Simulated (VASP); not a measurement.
# Al2O (Fm-3m) in VASP: a series of runs

Al2O is run at these levels: LDA; tasks: single point.

Program: VASP 6.6.1. These are calculated values, not measurements. Logs are shortened: lines on timing, memory, paths and dates and some standing lists are left out, and cuts for length are marked.

## (1) The cell of the first run

The structure is cubic, space group Fm-3m (No. 225). Conventional cell: a = 5.691 Å, b = 5.691 Å, c = 5.691 Å, α = 90.00°, β = 90.00°, γ = 90.00°. Al (site symmetry -43m) has 4 O at 2.46 Å and 6 Al at 2.85 Å within 3.3 Å. Within 3.3 Å of O (site symmetry m-3m) lie 8 Al at 2.46 Å.

## (2) Single point, LDA

INCAR

```
PREC = Accurate
ENCUT = 520
EDIFF = 1E-7
ISMEAR = 1
SIGMA = 0.1
LREAL = F
LASPH = T
NELM = 100
ALGO = Normal
ISIF = 2
LWAVE = F
LCHARG = T
LELF = T
LVHAR = T
NBANDS = 13
```

KPOINTS

```
Automatic mesh
0
Gamma
  7 7 7
```

POSCAR

```
Al2O
1.0
    0.0000000000      2.8457100000      2.8457100000
    2.8457100000      0.0000000000      2.8457100000
    2.8457100000      2.8457100000      0.0000000000
Al O
2 1
Direct
    0.2500000000      0.2500000000      0.2500000000
    0.7500000000      0.7500000000      0.7500000000
    0.0000000000      0.0000000000      0.0000000000
```

Potentials or basis: VASP PAW LDA potentials, release 64 (Al, O).

Started as:

```
> cat potpaw_LDA.64/Al/POTCAR potpaw_LDA.64/O/POTCAR > POTCAR
> mpirun -np 1 vasp_std > vasp.out
```

OUTCAR:

```text
PREC = Accurate
   ENCUT = 520
   EDIFF = 1E-7
   ISMEAR = 1
   LREAL = F
   LASPH = T
   NELM = 100
   ISIF = 2

 ion  position               nearest neighbor table
   1  0.250  0.250  0.250-   3 2.46   3 2.46   3 2.46   3 2.46   2 2.85   2 2.85   2 2.85   2 2.85
                             2 2.85   2 2.85
   2  0.750  0.750  0.750-   3 2.46   3 2.46   3 2.46   3 2.46   1 2.85   1 2.85   1 2.85   1 2.85
                             1 2.85   1 2.85
   3  0.000  0.000  0.000-   2 2.46   2 2.46   2 2.46   1 2.46   1 2.46   1 2.46   2 2.46   1 2.46

  LATTYP: Found a face centered cubic cell.
 ALAT       =     5.6914200000

  Lattice vectors:

 A1 = (   0.0000000000,   2.8457100000,   2.8457100000)
 A2 = (   2.8457100000,   0.0000000000,   2.8457100000)
 A3 = (   2.8457100000,   2.8457100000,   0.0000000000)

Analysis of symmetry for initial positions (statically):
=====================================================================
 Subroutine PRICEL returns:
 Original cell was already a primitive cell.

 Routine SETGRP: Setting up the symmetry group for a
 face centered cubic supercell.

 Subroutine GETGRP returns: Found 48 space group operations
 (whereof 48 operations were pure point group operations)
 out of a pool of 48 trial point group operations.

The static configuration has the point symmetry O_h .

Analysis of symmetry for dynamics (positions and initial velocities):
=====================================================================
 Subroutine PRICEL returns:
 Original cell was already a primitive cell.

 Routine SETGRP: Setting up the symmetry group for a
 face centered cubic supercell.

 Subroutine GETGRP returns: Found 48 space group operations
 (whereof 48 operations were pure point group operations)
 out of a pool of 48 trial point group operations.

The dynamic configuration has the point symmetry O_h .

 Subroutine INISYM returns: Found 48 space group operations
 (whereof 48 operations are pure point group operations),
 and found     1 'primitive' translations

----------------------------------------------------------------------------------------

                                     Primitive cell

  volume of cell :      46.0895

  direct lattice vectors                    reciprocal lattice vectors
     0.000000000  2.845710000  2.845710000    -0.175703076  0.175703076  0.175703076
     2.845710000  0.000000000  2.845710000     0.175703076 -0.175703076  0.175703076
     2.845710000  2.845710000  0.000000000     0.175703076  0.175703076 -0.175703076

  length of vectors
     4.024441677  4.024441677  4.024441677     0.304326654  0.304326654  0.304326654

  position of ions in fractional coordinates (direct lattice)
     0.250000000  0.250000000  0.250000000
     0.750000000  0.750000000  0.750000000
     0.000000000  0.000000000  0.000000000

  ion indices of the primitive-cell ions
   primitive index   ion index
                 1           1
                 2           2
                 3           3

----------------------------------------------------------------------------------------

 KPOINTS: Automatic mesh

Automatic generation of k-mesh.
 Grid dimensions read from file:
 generate k-points for:    7    7    7

 Generating k-lattice:

  Cartesian coordinates                     Fractional coordinates (reciprocal lattice)
    -0.025100439  0.025100439  0.025100439     0.142857143  0.000000000  0.000000000
     0.025100439 -0.025100439  0.025100439     0.000000000  0.142857143  0.000000000
     0.025100439  0.025100439 -0.025100439     0.000000000  0.000000000  0.142857143

  Length of vectors
     0.043475236  0.043475236  0.043475236

  Shift w.r.t. Gamma in fractional coordinates (k-lattice)
     0.000000000  0.000000000  0.000000000

 Subroutine IBZKPT returns following result:
 ===========================================

 Found     20 irreducible k-points:

 Following reciprocal coordinates:
            Coordinates               Weight
  0.000000  0.000000  0.000000      1.000000
  0.142857  0.000000  0.000000      8.000000
  0.285714  0.000000  0.000000      8.000000
  0.428571  0.000000  0.000000      8.000000
  0.142857  0.142857  0.000000      6.000000
  0.285714  0.142857  0.000000     24.000000
[... 12 lines left out ...]
 -0.428571  0.428571  0.142857     24.000000
 -0.285714  0.428571  0.142857     24.000000
   k-points           NKPTS =     20   k-points in BZ     NKDIM =     20   number of bands    NBANDS=     13
   number of dos      NEDOS =    301   number of ions     NIONS =      3
   total plane-waves  NPLWV =  27000
   dimension x,y,z NGX =    30 NGY =   30 NGZ =   30
   dimension x,y,z NGXF=    60 NGYF=   60 NGZF=   60
   ions per type =               2   1
   NGX,Y,Z   is equivalent  to a cutoff of  12.39, 12.39, 12.39 a.u.
   NGXF,Y,Z  is equivalent  to a cutoff of  24.79, 24.79, 24.79 a.u.
 SYSTEM =  unknown system
   PREC   = accura    normal or accurate (medium, high low for compatibility)
   ISTART =      0    job   : 0-new  1-cont  2-samecut
   ICHARG =      2    charge: 1-file 2-atom 10-const
   ISPIN  =      1    spin polarized calculation?
   LNONCOLLINEAR =      F non collinear calculations
   LSORBIT =      F    spin-orbit coupling
   LASPH  =      T    aspherical Exc in radial PAW
   ENCUT  =  520.0 eV  38.22 Ry    6.18 a.u.   7.48  7.48  7.48*2*pi/ulx,y,z
   NELM   =    100;   NELMIN=  2; NELMDL= -5     # of ELM steps
   EDIFF  = 0.1E-06   stopping-criterion for ELM
   LREAL  =      F    real-space projection
   EDIFFG = 0.1E-05   stopping-criterion for IOM
   NSW    =      0    number of steps for IOM
   IBRION =     -1    ionic relax: 0-MD 1-quasi-New 2-CG
   NFREE  =      0    steps in history (QN), initial steepest desc. (CG)
   ISIF   =      2    stress and relaxation
   ISYM   =      2    0-nonsym 1-usesym 2-fastsym
   POTIM  = 0.5000    time-step for ionic-motion
   TEBEG  =    0.0;   TEEND  =   0.0 temperature during run
   PSTRESS=    0.0 pullay stress
   NELECT =      12.0000    total number of electrons
   NUPDOWN=      -1.0000    fix difference up-down
   EMIN   =  10.00;   EMAX   =-10.00  energy-range for DOS
   EFERMI =   0.00;   METHOD = LEGACY
   ISMEAR =     1;   SIGMA  =   0.10  broadening in eV -4-tet -1-fermi 0-gaus
   EFERMI_NEDOS =   21; number of points for ismear=-14 and -15
   IALGO  =     38    algorithm
   IMIX   =      4    mixing-type and parameters
     AMIX     =   0.40;   BMIX     =  1.00
     AMIX_MAG =   1.60;   BMIX_MAG =  1.00
  volume/ion in A,a.u.               =      15.36       103.68
  Fermi-wavevector in a.u.,A,eV,Ry     =   1.045365  1.975453 14.868282  1.092788
  Thomas-Fermi vector in A             =   2.180157
   LORBIT       =      0    0 simple, 1 ext, 2 COOP (PROOUT), +10 PAW based schemes
   GGA     = CA    functional components
   LHFCALC =     F    Hartree Fock is set to
   AEXX    =    0.0000 exact exchange contribution
   IVDW    =     0    specifies the selected vdW correction
   LEPSILON=     F    determine dielectric tensor
   LRPA    =     F    only Hartree local field effects (RPA)
 non-spin polarized calculation
 Methfessel and Paxton  Order N= 1 SIGMA  =   0.10
  energy-cutoff  :      520.00
  volume of cell :       46.09
 maximum number of plane-waves:      1267
 NGX is ok and might be reduce to    30
   NGX = 15   NGY = 15   NGZ = 15

 number of electron      12.0000007 magnetization

 Free energy of the ion-electron system (eV)
  ---------------------------------------------------
  ext. energy  EPLUGINS =         0.00000000
  ---------------------------------------------------
  free energy    TOTEN  =       -13.88873822 eV

  energy without entropy =      -13.88964556  energy(sigma->0) =      -13.88904067

 E-fermi :   6.0943     XC(G=0): -10.1385

 val. band max:        6.0822613542   @ k =  -0.2857   0.4286   0.1429
 cond. band min:       6.1547701483   @ k =  -0.4286   0.2857   0.1429
 fundamental gap:      0.0725087941
 Fermi energy:         6.0943288456

 k-point     1 :       0.0000    0.0000    0.0000
  band No.  band energies     occupation
      1     -12.5349      2.00000
      2      -0.8271      2.00000
      3       1.6671      2.00000
      4       1.6671      2.00000
      5       1.6671      2.00000
      6       7.7019     -0.00000
      7       7.7019     -0.00000
      8       7.7019     -0.00000
      9      10.3392      0.00000
     10      12.5292      0.00000
     11      12.5292      0.00000
     12      12.5292      0.00000
     13      12.8551      0.00000

 k-point     2 :       0.1429    0.0000    0.0000
  band No.  band energies     occupation
      1     -12.4866      2.00000
      2      -1.0950      2.00000
      3       1.5943      2.00000
      4       1.5943      2.00000
      5       1.9260      2.00000
      6       6.7725     -0.00000
      7       7.8747     -0.00000
      8       7.8747     -0.00000
      9      11.1925      0.00000
     10      11.2051      0.00000
     11      11.2051      0.00000
     12      12.5955      0.00000
     13      14.5972      0.00000

 k-point     3 :       0.2857    0.0000    0.0000
  band No.  band energies     occupation
      1     -12.3749      2.00000
      2      -1.5497      2.00000
      3       1.4461      2.00000
      4       1.4461      2.00000
      5       2.1545      2.00000
      6       6.0452      1.73044
      7       8.0377     -0.00000
      8       8.0377     -0.00000
      9      10.6731      0.00000
     10      10.6731      0.00000
     11      10.7769      0.00000
     12      14.0934      0.00000
     13      16.0177      0.00000
[... 241 lines left out ...]
 k-point    19 :      -0.4286    0.4286    0.1429
  band No.  band energies     occupation
      1     -12.2001      2.00000
      2      -1.3916      2.00000
      3       0.0321      2.00000
      4       0.5005      2.00000
      5       4.3112      2.00000
      6       5.2493      2.00000
      7       6.1928     -0.04704
      8       7.5734     -0.00000
      9       9.2024      0.00000
     10      12.4216      0.00000
     11      13.5628      0.00000
     12      16.3666      0.00000
     13      17.0369      0.00000

 k-point    20 :      -0.2857    0.4286    0.1429
  band No.  band energies     occupation
      1     -12.1918      2.00000
      2      -0.9241      2.00000
      3      -0.7518      2.00000
      4       0.5288      2.00000
      5       4.8499      2.00000
      6       5.6143      2.00000
      7       6.0823      1.20261
      8       6.9448     -0.00000
      9       9.8375      0.00000
     10      11.0910      0.00000
     11      14.7924      0.00000
     12      15.9904      0.00000
     13      16.1746      0.00000

------------------------ aborting loop because EDIFF is reached ----------------------------------------

  FORCE on cell =-STRESS in cart. coord.  units (eV):
  Direction    XX          YY          ZZ          XY          YZ          ZX
  --------------------------------------------------------------------------------------
  -------------------------------------------------------------------------------------
  Total       -1.1106590     -1.1106590     -1.1106590     -0.0000000      0.0000000      0.0000000
  in kB      -38.6090746    -38.6090746    -38.6090746     -0.0000000      0.0000000      0.0000000
  external PRESSURE =     -38.6090746 kB  Pullay stress =       0.0000000 kB

 VOLUME and BASIS-vectors are now :
 -----------------------------------------------------------------------------
  energy-cutoff  :      520.00
  volume of cell :       46.09
      direct lattice vectors                 reciprocal lattice vectors
     0.000000000  2.845710000  2.845710000    -0.175703076  0.175703076  0.175703076
     2.845710000  0.000000000  2.845710000     0.175703076 -0.175703076  0.175703076
     2.845710000  2.845710000  0.000000000     0.175703076  0.175703076 -0.175703076

 POSITION                                       TOTAL-FORCE (eV/Angst)
 -----------------------------------------------------------------------------------
      1.42285      1.42285      1.42285        -0.000000     -0.000000     -0.000000
      4.26856      4.26856      4.26856         0.000000      0.000000      0.000000
      0.00000      0.00000      0.00000         0.000000      0.000000      0.000000
 -----------------------------------------------------------------------------------
    total drift:                                0.000000     -0.000000     -0.000000

  FREE ENERGIE OF THE ION-ELECTRON SYSTEM (eV)
  ---------------------------------------------------
  free  energy   TOTEN  =       -13.8887382224 eV

  energy  without entropy=      -13.8896455625  energy(sigma->0) =      -13.88904067
```

Run time: 12 s. Hardware: 1 thread of Intel Xeon 6975P-C, shared host; peak memory 0.14 GiB.

What came out:

```yaml
Free_energy: -13.8887 eV
Pressure: -3.9 GPa
Band_gap_on_the_k_mesh: zero (band 6 reaches 7.70 eV, above the bottom of band 7 at 5.98 eV)
```

## (3) Single point, LDA

INCAR

```
  PREC = Accurate
  ENCUT = 520
  EDIFF = 1E-6
  ISMEAR = 1
  SIGMA = 0.1
  LREAL = F
  LASPH = T
  NELM = 80
  ALGO = Normal
  ISIF = 2
  LWAVE = F
  LCHARG = T
  GGA = CA
  LELF = T
  LVHAR = T
  NBANDS = 13
```

KPOINTS is that of step 2.

POSCAR is that of step 2.

Potentials or basis: VASP PAW LDA potentials, release 64 (Al, O).

Started as:

```
> cat potpaw_LDA.64/Al/POTCAR potpaw_LDA.64/O/POTCAR > POTCAR
> mpirun -np 1 vasp_std > vasp.out
```

OUTCAR:

```text
PREC = Accurate
   ENCUT = 520
   EDIFF = 1E-6
   ISMEAR = 1
   LREAL = F
   LASPH = T
   NELM = 80
   ISIF = 2
   GGA = CA

 ion  position               nearest neighbor table
   1  0.250  0.250  0.250-   3 2.46   3 2.46   3 2.46   3 2.46   2 2.85   2 2.85   2 2.85   2 2.85
                             2 2.85   2 2.85
   2  0.750  0.750  0.750-   3 2.46   3 2.46   3 2.46   3 2.46   1 2.85   1 2.85   1 2.85   1 2.85
                             1 2.85   1 2.85
   3  0.000  0.000  0.000-   2 2.46   2 2.46   2 2.46   1 2.46   1 2.46   1 2.46   2 2.46   1 2.46

  LATTYP: Found a face centered cubic cell.
 ALAT       =     5.6914200000

  Lattice vectors:

 A1 = (   0.0000000000,   2.8457100000,   2.8457100000)
 A2 = (   2.8457100000,   0.0000000000,   2.8457100000)
 A3 = (   2.8457100000,   2.8457100000,   0.0000000000)

Analysis of symmetry for initial positions (statically):
=====================================================================
 Subroutine PRICEL returns:
 Original cell was already a primitive cell.

 Routine SETGRP: Setting up the symmetry group for a
 face centered cubic supercell.

 Subroutine GETGRP returns: Found 48 space group operations
 (whereof 48 operations were pure point group operations)
 out of a pool of 48 trial point group operations.

The static configuration has the point symmetry O_h .

Analysis of symmetry for dynamics (positions and initial velocities):
=====================================================================
 Subroutine PRICEL returns:
 Original cell was already a primitive cell.

 Routine SETGRP: Setting up the symmetry group for a
 face centered cubic supercell.

 Subroutine GETGRP returns: Found 48 space group operations
 (whereof 48 operations were pure point group operations)
 out of a pool of 48 trial point group operations.

The dynamic configuration has the point symmetry O_h .

 Subroutine INISYM returns: Found 48 space group operations
 (whereof 48 operations are pure point group operations),
 and found     1 'primitive' translations
[... 122 lines left out ...]
   LRPA    =     F    only Hartree local field effects (RPA)
 non-spin polarized calculation
 Methfessel and Paxton  Order N= 1 SIGMA  =   0.10
  energy-cutoff  :      520.00
  volume of cell :       46.09
 maximum number of plane-waves:      1267
 NGX is ok and might be reduce to    30
   NGX = 15   NGY = 15   NGZ = 15

 number of electron      12.0000007 magnetization

 Free energy of the ion-electron system (eV)
  ---------------------------------------------------
  ext. energy  EPLUGINS =         0.00000000
  ---------------------------------------------------
  free energy    TOTEN  =       -13.88873827 eV

  energy without entropy =      -13.88965033  energy(sigma->0) =      -13.88904229

 E-fermi :   6.0943     XC(G=0): -10.1385

 val. band max:        6.0821594751   @ k =  -0.2857   0.4286   0.1429
 cond. band min:       6.1547336860   @ k =  -0.4286   0.2857   0.1429
 fundamental gap:      0.0725742109
 Fermi energy:         6.0942530340

 k-point     1 :       0.0000    0.0000    0.0000
  band No.  band energies     occupation
      1     -12.5351      2.00000
      2      -0.8272      2.00000
      3       1.6670      2.00000
      4       1.6670      2.00000
      5       1.6670      2.00000
      6       7.7018     -0.00000
      7       7.7018     -0.00000
      8       7.7018     -0.00000
      9      10.3391      0.00000
     10      12.5292      0.00000
     11      12.5292      0.00000
     12      12.5292      0.00000
     13      12.8551      0.00000
[... 290 lines left out ...]
  band No.  band energies     occupation
      1     -12.1919      2.00000
      2      -0.9242      2.00000
      3      -0.7519      2.00000
      4       0.5287      2.00000
      5       4.8499      2.00000
      6       5.6142      2.00000
      7       6.0822      1.20304
      8       6.9448     -0.00000
      9       9.8374      0.00000
     10      11.0910      0.00000
     11      14.7924      0.00000
     12      15.9904      0.00000
     13      16.1745      0.00000

------------------------ aborting loop because EDIFF is reached ----------------------------------------

  FORCE on cell =-STRESS in cart. coord.  units (eV):
  Direction    XX          YY          ZZ          XY          YZ          ZX
  --------------------------------------------------------------------------------------
  -------------------------------------------------------------------------------------
  Total       -1.1085658     -1.1085658     -1.1085658      0.0000000      0.0000000     -0.0000000
  in kB      -38.5363108    -38.5363108    -38.5363108      0.0000000      0.0000000     -0.0000000
  external PRESSURE =     -38.5363108 kB  Pullay stress =       0.0000000 kB

 VOLUME and BASIS-vectors are now :
 -----------------------------------------------------------------------------
  energy-cutoff  :      520.00
  volume of cell :       46.09
      direct lattice vectors                 reciprocal lattice vectors
     0.000000000  2.845710000  2.845710000    -0.175703076  0.175703076  0.175703076
     2.845710000  0.000000000  2.845710000     0.175703076 -0.175703076  0.175703076
     2.845710000  2.845710000  0.000000000     0.175703076  0.175703076 -0.175703076

 POSITION                                       TOTAL-FORCE (eV/Angst)
 -----------------------------------------------------------------------------------
      1.42285      1.42285      1.42285         0.000000      0.000000      0.000000
      4.26856      4.26856      4.26856        -0.000000     -0.000000     -0.000000
      0.00000      0.00000      0.00000         0.000000      0.000000     -0.000000
 -----------------------------------------------------------------------------------
    total drift:                                0.000000     -0.000000     -0.000000

  FREE ENERGIE OF THE ION-ELECTRON SYSTEM (eV)
  ---------------------------------------------------
  free  energy   TOTEN  =       -13.8887382735 eV

  energy  without entropy=      -13.8896503343  energy(sigma->0) =      -13.88904229
```

Run time: 14 s. Hardware: 1 thread of Intel Xeon 6975P-C, shared host; peak memory 0.14 GiB.

What came out:

```
Free energy            : -13.8887 eV
Pressure               : -3.9 GPa
Band gap on the k mesh : zero (band 6 reaches 7.70 eV, above the bottom of band 7 at 5.98 eV)
```
